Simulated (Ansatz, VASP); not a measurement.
# One calculation of Tl, two programs

INCAR

```
PREC = Accurate ; ENCUT = 520
EDIFF = 1E-7 ; ISMEAR = 1
SIGMA = 0.2 ; LREAL = F
LASPH = T ; NELM = 60
ALGO = Normal ; ISIF = 2
LWAVE = F ; LCHARG = T
GGA = PE ; LELF = T
LVHAR = T ; NBANDS = 20
```

File KPOINTS:

```
regular mesh
0
Gamma
  10 10 6
```

The input POSCAR:

```
Tl
1.0
    3.5902820628      0.0000000000      0.0000000000
   -1.7951410314      3.1092754731      0.0000000000
    0.0000000000      0.0000000000      5.6419406004
Tl
2
Direct
    0.3333333333      0.6666666667      0.2500000000
    0.6666666667      0.3333333333      0.7500000000
```

Input for Ansatz:

```yaml
crystal:
  lattice:
    - [3.5902820628, 0.0, 0.0]
    - [-1.7951410314, 3.1092754731, 0.0]
    - [0.0, 0.0, 5.6419406004]
  atoms:
    - { symbol: Tl, position: [0.3333333333, 0.6666666667, 0.25] }
    - { symbol: Tl, position: [0.6666666667, 0.3333333333, 0.75] }
hamiltonian:
  xc: pbe
  pseudopotentials:
    kind: paw
    azcp:
      Tl: "pseudopotentials/Tl.paw.azcp"
basis:
  ecutwfc: 420
  fft_grid_basis: typed
kpoints:
  mp_grid: { grid: [10, 10, 6], shift: [0, 0, 0] }
magnetization:
  spin_polarized: false
scf:
  occupations: { method: methfessel_paxton, width: 0.2 }
  lower_state_search: "off"
output:
  stress: true
  write_density: true
  write_potential: true
  elf: true
  volumetric_format: npy
```

Alike in both runs: task single point; functional PBE; k mesh 10 × 10 × 6; occupations methfessel-paxton of order 1, width 0.2 eV; no spin polarisation.

|  | VASP | Ansatz |
| --- | --- | --- |
| version | VASP 6.6.1 | Ansatz 0.2.0 |
| potentials or method | VASP PAW PBE potentials, release 64 (Tl_d), cutoff 520 eV | plane waves (420 eV) with PAW, scalar-relativistic |
| valence electrons in the cell | 26 | 26 |

|  | VASP | Ansatz | Ansatz less VASP |
| --- | --- | --- | --- |
| pressure (GPa) | -0.1 | -0.1 | +0.06 |
| traceless stress, the component that is largest in VASP (GPa) | 0.36 | 0.38 | +0.013 |

With one functional, cell and mesh, what is left measures potentials, basis and numerics.

Spin-orbit coupling is off throughout.
